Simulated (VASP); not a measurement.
The system is K2YAgCl6.

```
K Y Ag Cl
1.0
     0.00000    5.36177    5.36177
     5.36177    0.00000    5.36177
     5.36177    5.36177    0.00000
K Y Ag Cl
2 1 1 6
Direct
  0.75000 0.75000 0.75000
  0.25000 0.25000 0.25000
  0.50000 0.50000 0.50000
  0.00000 0.00000 0.00000
  0.74540 0.25460 0.25460
  0.25460 0.25460 0.74540
  0.25460 0.74540 0.74540
  0.25460 0.74540 0.25460
  0.74540 0.25460 0.74540
  0.74540 0.74540 0.25460
```

```yaml
Program: VASP 6.6.1
Task: relaxation of cell and atoms
Functional: PBEsol
Potentials_or_basis: VASP PAW PBE potentials, release 64 (K_sv, Y_sv, Ag, Cl)
Cutoff: 600 eV
k_mesh: 4 × 4 × 4
Occupations: gaussian, width 0.02 eV
Spin: no spin polarisation
```

At the start: pressure -1.8 GPa; volume 30.83 Å³/atom.

Question: How do energy, volume and symmetry change on relaxing?

Answer: Over 7 steps the energy falls by 12.4 meV/atom and the volume is 28.73 Å³/atom (-6.8 %); space group Fm-3m (No. 225, to 0.1 Å) before and after.

The path:
```csv
step,energy change (eV),largest force (eV/Å),pressure (GPa),volume (Å³)
1,0.0000,0.0231,-1.77,308.29
2,-0.1025,0.2002,-0.36,293.30
3,-0.1058,0.2498,-0.03,290.33
4,-0.1199,0.1230,-0.01,288.58
5,-0.1241,0.0001,0.03,286.93
6,-0.1241,0.0056,0.03,287.00
7,-0.1242,0.0004,-0.01,287.35
```

Final structure:
```
K Y Ag Cl
1.0
     0.00000    5.23751    5.23751
     5.23751    0.00000    5.23751
     5.23751    5.23751    0.00000
K Y Ag Cl
2 1 1 6
Direct
  0.75000 0.75000 0.75000
  0.25000 0.25000 0.25000
  0.50000 0.50000 0.50000
  0.00000 0.00000 0.00000
  0.74754 0.25246 0.25246
  0.25246 0.25246 0.74754
  0.25246 0.74754 0.74754
  0.25246 0.74754 0.25246
  0.74754 0.25246 0.74754
  0.74754 0.74754 0.25246
```

Caveat: the PAW data sets were made with another functional, which shifts forces and pressure a little.
